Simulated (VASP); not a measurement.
**Ga: electric field gradients with PBEsol**

Ga:

```xyz
2
Lattice="1.3830 -4.0265 0.0000 1.3830 4.0265 0.0000 -0.1174 0.0000 3.3299" Properties=species:S:1:pos:R:3 pbc="T T T"
Ga    1.3536   -2.9716    0.8325
Ga    1.2949    2.9716    2.4974
```

```yaml
Program: VASP 6.6.1
Task: electric field gradients
Functional: PBEsol
Potentials_or_basis: VASP PAW PBE potentials, release 64 (Ga_d)
Cutoff: 520 eV
k_mesh: 14 × 14 × 11
Occupations: fermi-dirac, width 0.03 eV
Spin: no spin polarisation
Dipole_correction: no
Further_INCAR_settings: ALGO = Normal; EDIFF = 1e-08; NBANDS = 20
```

* Pressure: -1.8 GPa
* Largest force: 0.183 eV/Å
* Band gap on the k mesh: zero (bands 13 and 14 overlap by 7.99 eV)
* Largest electric field gradient by atom: Ga +24.6 V/Å²

Forces on the atoms (eV/Å):
```
Ga   0.000  0.183  0.000
Ga   0.000 -0.183  0.000
```

Stress tensor (GPa, compression positive):
```
-1.84  0.00 -0.10
 0.00 -1.74  0.00
-0.10  0.00 -1.85
```

Levels at points of the mesh, in eV from the Fermi level:
| k point | band 10 | band 11 | band 12 | band 13 | band 14 | band 15 | band 16 | band 17 |
| --- | --- | --- | --- | --- | --- | --- | --- | --- |
| (0.00, 0.00, 0.00) | -14.57 | -11.24 | -2.09 | -1.63 | 1.63 | 5.42 | 9.68 | 10.18 |
| (0.50, 0.00, 0.00) | -14.59 | -6.06 | -5.03 | -1.35 | 0.00 | 5.77 | 6.58 | 8.44 |
| (0.50, 0.50, 0.00) | -14.63 | -9.11 | -8.60 | 3.99 | 4.57 | 5.81 | 6.04 | 7.54 |

Electric field gradients, principal values (V/Å²):
```
atom   least   middle  greatest (by size)
1 Ga  -6.571  -18.056              24.628
2 Ga  -6.571  -18.056              24.628
```

Wall time 5.7 min on 1 thread of Intel(R) Xeon(R) Platinum 8375C CPU @ 2.90GHz (Ice Lake), on a shared host, peak memory 0.44 GiB.

Caveat: without QUAD_EFG the Cq values of the log hold for a quadrupole moment of 1 mb, not for the nuclei; the PAW data sets were made with another functional, which shifts forces and pressure a little.
